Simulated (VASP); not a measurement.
TiRh3:

```
Ti Rh
1.0
     3.82200    0.00000    0.00000
     0.00000    3.82200    0.00000
     0.00000    0.00000    3.82200
Ti Rh
1 3
Cartesian
  0.0000 0.0000 0.0000
  0.0000 1.9110 1.9110
  1.9110 0.0000 1.9110
  1.9110 1.9110 0.0000
```

* Program: VASP 6.6.1
* Task: relaxation of cell and atoms
* Functional: LDA
* Potentials or basis: VASP PAW LDA potentials, release 64 (Ti_sv, Rh_pv)
* Cutoff: 600 eV
* k mesh: 12 × 12 × 12
* Occupations: methfessel-paxton, width 0.1 eV
* Spin: no spin polarisation

At the start: pressure -9.7 GPa; volume 13.96 Å³/atom.

Task: How do energy, volume and symmetry change on relaxing?

Result: Over 3 steps the energy falls by 16.5 meV/atom and the volume is 13.45 Å³/atom (-3.6 %); space group Pm-3m (No. 221, to 0.05 Å).

Step by step:
| step | energy change (eV) | largest force (eV/Å) | pressure (GPa) | volume (Å³) |
| --- | --- | --- | --- | --- |
| 1 | 0.0000 | 0.0000 | -9.72 | 55.83 |
| 2 | 0.3148 | 0.0000 | 29.64 | 49.27 |
| 3 | -0.0659 | 0.0000 | -0.33 | 53.80 |

Final structure:
```xyz
4
Lattice="3.7751 0.0000 0.0000 0.0000 3.7751 0.0000 0.0000 0.0000 3.7751" Properties=species:S:1:pos:R:3 pbc="T T T"
Ti    0.0000    0.0000    0.0000
Rh    0.0000    1.8875    1.8875
Rh    1.8875    0.0000    1.8875
Rh    1.8875    1.8875    0.0000
```
